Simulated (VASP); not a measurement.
ScIr: vibrations by perturbation theory with PBEsol

The system is ScIr.

```
CELL_PARAMETERS angstrom
3.18931 0.00000 0.00000
0.00000 3.18931 0.00000
0.00000 0.00000 3.18931
ATOMIC_POSITIONS crystal
Sc 0.50000 0.50000 0.50000
Ir 0.00000 0.00000 0.00000
```

```
Program                : VASP 6.6.1
Task                   : vibrations by perturbation theory
Functional             : PBEsol
Potentials or basis    : VASP PAW PBE potentials, release 64 (Sc_sv, Ir)
Cutoff                 : 520 eV
k mesh                 : 10 × 10 × 10
Occupations            : fermi-dirac, width 0.1 eV
Spin                   : no spin polarisation
Dipole correction      : no
Further INCAR settings : ALGO = Normal; EDIFF = 1e-08; NBANDS = 17; IBRION = 8; NSW = 1
```

```
Highest phonon frequency at Γ : 216 cm⁻¹
```

Phonon frequencies in cm⁻¹ (negative: imaginary):
```csv
q point,frequencies
"(0.000, 0.000, 0.000)",0 0 0 216 216 216
```

It took 2.9 min on 1 thread of Intel(R) Xeon(R) Platinum 8488C (Sapphire Rapids), on a shared host, peak memory 0.28 GiB.
